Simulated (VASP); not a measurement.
# Ag in VASP: further runs

Ag is run at these levels: LDA; tasks: single point.

Program: VASP 6.6.1. These are calculated values, not measurements. Logs are shortened: lines on timing, memory, paths and dates and some standing lists are left out, and cuts for length are marked.

**1. The cell of the first run**

The cell holds a slab with vacuum, 3 atoms: a = 2.828 Å, b = 2.828 Å, c = 11.603 Å, α = 90.00°, β = 90.00°, γ = 120.00°.

**2. Single point, LDA**

INCAR

```
SYSTEM = Ag
PREC = Accurate ; ENCUT = 520
EDIFF = 1E-6 ; ISMEAR = -1
SIGMA = 0.05 ; LREAL = .False.
LASPH = .True. ; NELM = 100
ALGO = Normal ; ISIF = 2
LWAVE = .False. ; LCHARG = .False.
LDIPOL = .True. ; IDIPOL = 3
DIPOL = 0.5 0.5 0.500 ; NBANDS = 24
```

KPOINTS

```
regular mesh
0
Gamma
  13 13 1
  0 0 0
```

POSCAR

```
Ag
1.0
    2.8284417087      0.0000000000      0.0000000000
   -1.4142208543      2.4495023729      0.0000000000
    0.0000000000      0.0000000000     11.6033000000
Ag
3
Direct
    0.1666666667      0.3333333333      0.3016377104
    0.5000000000      1.0000000000      0.4999999913
    0.8333333333      0.6666666667      0.6983622896
```

Potentials or basis: VASP PAW LDA potentials, release 64 (Ag).

On the command line:

```sh
$ cat potpaw_LDA.64/Ag/POTCAR > POTCAR
$ mpirun -np 1 vasp_std > vasp.out
```

OUTCAR:

```text
SYSTEM = Ag
   PREC = Accurate
   ENCUT = 520
   EDIFF = 1E-6
   ISMEAR = -1
   LREAL = .False.
   LASPH = .True.
   NELM = 100
   ISIF = 2

 ion  position               nearest neighbor table
   1  0.167  0.333  0.302-   2 2.82   2 2.82   2 2.82
   2  0.500  0.000  0.500-   1 2.82   1 2.82   1 2.82   3 2.82   3 2.82   3 2.82
   3  0.833  0.667  0.698-   2 2.82   2 2.82   2 2.82

  LATTYP: Found a hexagonal cell.
 ALAT       =     2.8284417087
 C/A-ratio  =     4.1023649044

  Lattice vectors:

 A1 = (   2.8284417087,   0.0000000000,   0.0000000000)
 A2 = (  -1.4142208543,   2.4495023729,   0.0000000000)
 A3 = (   0.0000000000,   0.0000000000,  11.6033000000)

Analysis of symmetry for initial positions (statically):
=====================================================================
 Subroutine PRICEL returns:
 Original cell was already a primitive cell.

 Routine SETGRP: Setting up the symmetry group for a
 hexagonal supercell.

 Subroutine GETGRP returns: Found 12 space group operations
 (whereof  4 operations were pure point group operations)
 out of a pool of 24 trial point group operations.

The static configuration has the point symmetry C_2h.
 The point group associated with its full space group is D_3d.

Analysis of symmetry for dynamics (positions and initial velocities):
=====================================================================
 Subroutine PRICEL returns:
 Original cell was already a primitive cell.

 Routine SETGRP: Setting up the symmetry group for a
 hexagonal supercell.

 Subroutine GETGRP returns: Found 12 space group operations
 (whereof  4 operations were pure point group operations)
 out of a pool of 24 trial point group operations.

The dynamic configuration has the point symmetry C_2h.
 The point group associated with its full space group is D_3d.

 Subroutine INISYM returns: Found 12 space group operations
 (whereof  4 operations are pure point group operations),
 and found     1 'primitive' translations

----------------------------------------------------------------------------------------

                                     Primitive cell

  volume of cell :      80.3908

  direct lattice vectors                    reciprocal lattice vectors
     2.828441709  0.000000000  0.000000000     0.353551568  0.204123093  0.000000000
    -1.414220854  2.449502373  0.000000000     0.000000000  0.408246185  0.000000000
     0.000000000  0.000000000 11.603300000     0.000000000  0.000000000  0.086182379

  length of vectors
     2.828441709  2.828441709 11.603300000     0.408246185  0.408246185  0.086182379

  position of ions in fractional coordinates (direct lattice)
     0.166666667  0.333333333  0.301637710
     0.500000000  0.000000000  0.499999991
     0.833333333  0.666666667  0.698362290

  ion indices of the primitive-cell ions
   primitive index   ion index
                 1           1
                 2           2
                 3           3

----------------------------------------------------------------------------------------

 KPOINTS: regular mesh

Automatic generation of k-mesh.
 Grid dimensions read from file:
 generate k-points for:   13   13    1

 Generating k-lattice:

  Cartesian coordinates                     Fractional coordinates (reciprocal lattice)
     0.027196274  0.015701776  0.000000000     0.076923077  0.000000000  0.000000000
     0.000000000  0.031403553  0.000000000     0.000000000  0.076923077  0.000000000
     0.000000000  0.000000000  0.086182379     0.000000000  0.000000000  1.000000000

  Length of vectors
     0.031403553  0.031403553  0.086182379

  Shift w.r.t. Gamma in fractional coordinates (k-lattice)
     0.000000000  0.000000000  0.000000000

 Subroutine IBZKPT returns following result:
 ===========================================

 Found     21 irreducible k-points:

 Following reciprocal coordinates:
            Coordinates               Weight
  0.000000  0.000000  0.000000      1.000000
  0.076923  0.000000  0.000000      6.000000
  0.153846  0.000000  0.000000      6.000000
  0.230769 -0.000000  0.000000      6.000000
  0.307692  0.000000  0.000000      6.000000
  0.384615  0.000000  0.000000      6.000000
[... 13 lines left out ...]
  0.384615  0.230769  0.000000      6.000000
  0.307692  0.307692  0.000000      6.000000
   k-points           NKPTS =     21   k-points in BZ     NKDIM =     21   number of bands    NBANDS=     24
   number of dos      NEDOS =    301   number of ions     NIONS =      3
   total plane-waves  NPLWV =  51840
   dimension x,y,z NGX =    24 NGY =   24 NGZ =   90
   dimension x,y,z NGXF=    48 NGYF=   48 NGZF=  180
   ions per type =               3
   NGX,Y,Z   is equivalent  to a cutoff of  14.11, 14.11, 12.89 a.u.
   NGXF,Y,Z  is equivalent  to a cutoff of  28.21, 28.21, 25.79 a.u.
 SYSTEM =  Ag
   PREC   = accura    normal or accurate (medium, high low for compatibility)
   ISTART =      0    job   : 0-new  1-cont  2-samecut
   ICHARG =      2    charge: 1-file 2-atom 10-const
   ISPIN  =      1    spin polarized calculation?
   LNONCOLLINEAR =      F non collinear calculations
   LSORBIT =      F    spin-orbit coupling
   LASPH  =      T    aspherical Exc in radial PAW
   ENCUT  =  520.0 eV  38.22 Ry    6.18 a.u.   5.26  5.26 21.57*2*pi/ulx,y,z
   NELM   =    100;   NELMIN=  2; NELMDL= -5     # of ELM steps
   EDIFF  = 0.1E-05   stopping-criterion for ELM
   LREAL  =      F    real-space projection
   EDIFFG = 0.1E-04   stopping-criterion for IOM
   NSW    =      0    number of steps for IOM
   IBRION =     -1    ionic relax: 0-MD 1-quasi-New 2-CG
   NFREE  =      0    steps in history (QN), initial steepest desc. (CG)
   ISIF   =      2    stress and relaxation
   ISYM   =      2    0-nonsym 1-usesym 2-fastsym
   POTIM  = 0.5000    time-step for ionic-motion
   TEBEG  =    0.0;   TEEND  =   0.0 temperature during run
   PSTRESS=    0.0 pullay stress
   NELECT =      33.0000    total number of electrons
   NUPDOWN=      -1.0000    fix difference up-down
   EMIN   =  10.00;   EMAX   =-10.00  energy-range for DOS
   EFERMI =   0.00;   METHOD = LEGACY
   ISMEAR =    -1;   SIGMA  =   0.05  broadening in eV -4-tet -1-fermi 0-gaus
   EFERMI_NEDOS =   21; number of points for ismear=-14 and -15
   IALGO  =     38    algorithm
   IMIX   =      4    mixing-type and parameters
     AMIX     =   0.40;   BMIX     =  1.00
     AMIX_MAG =   1.60;   BMIX_MAG =  1.00
  volume/ion in A,a.u.               =      26.80       180.83
  Fermi-wavevector in a.u.,A,eV,Ry     =   1.216683  2.299197 20.140927  1.480316
  Thomas-Fermi vector in A             =   2.352028
   LORBIT       =      0    0 simple, 1 ext, 2 COOP (PROOUT), +10 PAW based schemes
   GGA     = CA    functional components
   LHFCALC =     F    Hartree Fock is set to
   AEXX    =    0.0000 exact exchange contribution
   IVDW    =     0    specifies the selected vdW correction
   LEPSILON=     F    determine dielectric tensor
   LRPA    =     F    only Hartree local field effects (RPA)
 non-spin polarized calculation
  energy-cutoff  :      520.00
  volume of cell :       80.39
 maximum number of plane-waves:      2173
 NGX is ok and might be reduce to    24
   NGX = 11   NGY = 11   NGZ = 43

 number of electron      33.0000004 magnetization

 dipolmoment           0.000000      0.000000      0.000000 electrons x Angstroem

 Free energy of the ion-electron system (eV)
  ---------------------------------------------------
  ext. energy  EPLUGINS =         0.00000000
  ---------------------------------------------------
  free energy    TOTEN  =       -10.38660982 eV

  energy without entropy =      -10.38422790  energy(sigma->0) =      -10.38541886

 E-fermi :   3.5442     XC(G=0):  -9.0797

 val. band max:        3.4911932754   @ k =   0.2308  -0.0000   0.0000
 cond. band min:       3.7892547545   @ k =   0.0000   0.0000   0.0000
 fundamental gap:      0.2980614791
 Fermi energy:         3.5441598149

 k-point     1 :       0.0000    0.0000    0.0000
  band No.  band energies     occupation
      1      -4.2481      2.00000
      2      -3.1722      2.00000
      3      -3.0423      2.00000
      4      -1.5324      2.00000
      5      -1.5129      2.00000
      6      -1.5129      2.00000
[... 16 lines left out ...]
     23      18.6625      0.00000
     24      19.3844      0.00000

 k-point     2 :       0.0769    0.0000    0.0000
  band No.  band energies     occupation
      1      -4.0799      2.00000
      2      -3.0550      2.00000
      3      -2.8893      2.00000
      4      -1.5851      2.00000
      5      -1.5307      2.00000
      6      -1.4231      2.00000
[... 16 lines left out ...]
     23      18.8092      0.00000
     24      19.1992      0.00000

 k-point     3 :       0.1538    0.0000    0.0000
  band No.  band energies     occupation
      1      -3.6224      2.00000
      2      -2.7745      2.00000
      3      -2.5101      2.00000
      4      -1.7835      2.00000
      5      -1.6836      2.00000
      6      -1.4932      2.00000
[... 16 lines left out ...]
     23      17.2550      0.00000
     24      18.6328      0.00000
[... 433 lines left out ...]
 k-point    20 :       0.3846    0.2308    0.0000
  band No.  band energies     occupation
      1      -2.6233      2.00000
      2      -2.3964      2.00000
      3      -2.3754      2.00000
      4      -2.0953      2.00000
      5      -1.7212      2.00000
      6      -1.5107      2.00000
[... 16 lines left out ...]
     23      11.8634      0.00000
     24      13.2554      0.00000

 k-point    21 :       0.3077    0.3077    0.0000
  band No.  band energies     occupation
      1      -2.4628      2.00000
      2      -2.3432      2.00000
      3      -2.2074      2.00000
      4      -2.0541      2.00000
      5      -1.7374      2.00000
      6      -1.4069      2.00000
[... 16 lines left out ...]
     23      11.3752      0.00000
     24      12.3265      0.00000

------------------------ aborting loop because EDIFF is reached ----------------------------------------

 vacuum level on the upper side and lower side of the slab       (xc-potential included)        -1.826        -1.826

  FORCE on cell =-STRESS in cart. coord.  units (eV):
  Direction    XX          YY          ZZ          XY          YZ          ZX
  --------------------------------------------------------------------------------------
  -------------------------------------------------------------------------------------
  Total       -1.5983153     -1.5983153     -0.1116788     -0.0000000      0.0000000      0.0000000
  in kB      -31.8541797    -31.8541797     -2.2257420     -0.0000000      0.0000000      0.0000000
  external PRESSURE =     -21.9780338 kB  Pullay stress =       0.0000000 kB

 VOLUME and BASIS-vectors are now :
 -----------------------------------------------------------------------------
  energy-cutoff  :      520.00
  volume of cell :       80.39
      direct lattice vectors                 reciprocal lattice vectors
     2.828441709  0.000000000  0.000000000     0.353551568  0.204123093  0.000000000
    -1.414220854  2.449502373  0.000000000     0.000000000  0.408246185  0.000000000
     0.000000000  0.000000000 11.603300000     0.000000000  0.000000000  0.086182379

 POSITION                                       TOTAL-FORCE (eV/Angst)
 -----------------------------------------------------------------------------------
      0.00000      0.81650      3.49999         0.000000     -0.000000     -0.016345
      1.41422      0.00000      5.80165         0.000000      0.000000      0.000000
      1.41422      1.63300      8.10331        -0.000000      0.000000      0.016345
 -----------------------------------------------------------------------------------
    total drift:                               -0.000000     -0.000000      0.000083

  FREE ENERGIE OF THE ION-ELECTRON SYSTEM (eV)
  ---------------------------------------------------
  free  energy   TOTEN  =       -10.3866098178 eV

  energy  without entropy=      -10.3842278953  energy(sigma->0) =      -10.38541886

 vacuum level on the upper side and lower side of the slab         6.708         6.708
```

It took 30 s on 1 thread of Intel Xeon Platinum 8488C (Sapphire Rapids), shared host; peak memory 0.18 GiB.

Results:

- Free energy: -10.3866 eV
- Largest force: 0.016 eV/Å

Forces on the atoms (eV/Å):
```
Ag   0.000  0.000 -0.016
Ag   0.000  0.000  0.000
Ag   0.000  0.000  0.016
```

**3. Single point, LDA**

INCAR

```
PREC = Accurate
ENCUT = 520
EDIFF = 1E-6
ISMEAR = -1
SIGMA = 0.05
LREAL = F
LASPH = T
NELM = 60
ALGO = Normal
ISIF = 2
LWAVE = F
LCHARG = F
LDIPOL = T
IDIPOL = 3
DIPOL = 0.5 0.5 0.500
GGA = CA
NBANDS = 24
```

KPOINTS

```
Automatic mesh
0
Gamma
  13 13 1
```

POSCAR is that of step 2.

Potentials or basis: VASP PAW LDA potentials, release 64 (Ag).

On the command line:

```sh
$ cat potpaw_LDA.64/Ag/POTCAR > POTCAR
$ mpirun -np 1 vasp_std > vasp.out
```

It took 32 s on 1 thread of Intel Xeon Platinum 8488C (Sapphire Rapids), shared host; peak memory 0.18 GiB.

Results (log left out):

| Quantity | Value |
| --- | --- |
| Free energy | -10.3866 eV |
| Largest force | 0.016 eV/Å |

Forces in eV/Å, atoms in the order of the input:
```
Ag   0.000  0.000 -0.016
Ag   0.000  0.000  0.000
Ag   0.000  0.000  0.016
```

Levels at points of the mesh, in eV from the Fermi level:
| k point | band 13 | band 14 | band 15 | band 16 | band 17 | band 18 | band 19 | band 20 | band 21 | band 22 |
| --- | --- | --- | --- | --- | --- | --- | --- | --- | --- | --- |
| (0.00, 0.00, 0.00) | -3.89 | -3.51 | -3.51 | -3.13 | -3.13 | -1.62 | 0.25 | 4.09 | 8.35 | 8.38 |

**4. Single point, LDA**

This run uses another cell than the first one, of 47.62 Å³/atom, 1.777 times its volume.

INCAR is that of step 3.

KPOINTS

```
regular mesh
0
Gamma
  13 13 1
```

POSCAR

```
Ag
1.0
    2.8284417087      0.0000000000      0.0000000000
   -1.4142208543      2.4495023729      0.0000000000
    0.0000000000      0.0000000000     20.6188000000
Ag
3
Direct
    0.1666666665      0.3333333335      0.3879947920
    0.5000000005      0.9999999995      0.4999999997
    0.8333333335      0.6666666665      0.6120052080
```

On the command line:

```sh
$ cat potpaw_LDA.64/Ag/POTCAR > POTCAR
$ mpirun -np 1 vasp_std > vasp.out
```

Run time: 67 s. Hardware: 1 thread of Intel Xeon Platinum 8488C (Sapphire Rapids), shared host; peak memory 0.24 GiB.

The run converged. Its results:

- Free energy: -10.3758 eV
- Largest force: 0.024 eV/Å

Forces on the atoms (eV/Å):
```
Ag   0.000  0.000  0.024
Ag   0.000  0.000  0.000
Ag   0.000  0.000 -0.024
```

Levels at points of the mesh, in eV from the Fermi level:
| k point | band 13 | band 14 | band 15 | band 16 | band 17 | band 18 | band 19 | band 20 | band 21 | band 22 |
| --- | --- | --- | --- | --- | --- | --- | --- | --- | --- | --- |
| (0.00, 0.00, 0.00) | -3.90 | -3.52 | -3.52 | -3.14 | -3.14 | -1.60 | 0.11 | 4.32 | 4.87 | 5.30 |

**5. Single point, LDA**

This run uses another cell than the first one, of 47.62 Å³/atom, 1.777 times its volume.

INCAR

```
ALGO = Normal ; DIPOL = 0.5 0.5 0.500
EDIFF = 1E-7 ; ENCUT = 520
GGA = CA ; IDIPOL = 3
ISIF = 2 ; ISMEAR = -1
LASPH = T ; LCHARG = F
LDIPOL = T ; LREAL = F
LWAVE = F ; NBANDS = 24
NELM = 60 ; PREC = Accurate
SIGMA = 0.05
```

KPOINTS

```
k-points
0
Gamma
  13 13 1
```

POSCAR

```
Ag
1.0
    2.8284417087      0.0000000000      0.0000000000
   -1.4142208543      2.4495023729      0.0000000000
    0.0000000000      0.0000000000     20.6188000000
Ag
3
Direct
    0.1666666667      0.3333333333      0.3883709467
    0.5000000000      1.0000000000      0.4999999966
    0.8333333333      0.6666666667      0.6116290563
```

On the command line:

```sh
$ cat potpaw_LDA.64/Ag/POTCAR > POTCAR
$ mpirun -np 1 vasp_std > vasp.out
```

It took 80 s on 1 thread of Intel Xeon Platinum 8488C (Sapphire Rapids), shared host; peak memory 0.25 GiB.

It converged, with:

| Quantity | Value |
| --- | --- |
| Free energy | -10.3759 eV |
| Largest force | 0.009 eV/Å |

Forces in eV/Å, atoms in the order of the input:
```
Ag   0.000  0.000 -0.009
Ag   0.000  0.000  0.000
Ag   0.000  0.000  0.009
```

Levels at points of the mesh, in eV from the Fermi level:
| k point | band 13 | band 14 | band 15 | band 16 | band 17 | band 18 | band 19 | band 20 | band 21 | band 22 |
| --- | --- | --- | --- | --- | --- | --- | --- | --- | --- | --- |
| (0.00, 0.00, 0.00) | -3.92 | -3.54 | -3.54 | -3.15 | -3.15 | -1.61 | 0.11 | 4.33 | 4.87 | 5.40 |

**6. Single point, LDA**

This run uses another cell than the first one, of 47.62 Å³/atom, 1.777 times its volume.

INCAR

```
SYSTEM = Ag
ALGO = Normal
DIPOL = 0.5 0.5 0.500
EDIFF = 1E-6
ENCUT = 520
IDIPOL = 3
ISIF = 2
ISMEAR = -1
LASPH = .True.
LCHARG = .False.
LDIPOL = .True.
LREAL = .False.
LWAVE = .False.
NBANDS = 24
NELM = 100
PREC = Accurate
SIGMA = 0.05
```

KPOINTS

```
k-points
0
Gamma
  13 13 1
  0 0 0
```

POSCAR is that of step 5.

Potentials or basis: VASP PAW LDA potentials, release 64 (Ag).

On the command line:

```sh
$ cat potpaw_LDA.64/Ag/POTCAR > POTCAR
$ mpirun -np 1 vasp_std > vasp.out
```

Wall time 67 s (1 thread of Intel Xeon Platinum 8488C (Sapphire Rapids), shared host); peak memory 0.24 GiB.

The run converged. Its results:

| Property | Result |
| --- | --- |
| Free energy | -10.3759 eV |
| Largest force | 0.009 eV/Å |

Forces on the atoms (eV/Å):
```
Ag   0.000  0.000 -0.009
Ag   0.000  0.000  0.000
Ag   0.000  0.000  0.009
```

Levels at points of the mesh, in eV from the Fermi level:
| k point | band 13 | band 14 | band 15 | band 16 | band 17 | band 18 | band 19 | band 20 | band 21 | band 22 |
| --- | --- | --- | --- | --- | --- | --- | --- | --- | --- | --- |
| (0.00, 0.00, 0.00) | -3.92 | -3.54 | -3.54 | -3.15 | -3.15 | -1.61 | 0.11 | 4.31 | 4.86 | 5.30 |
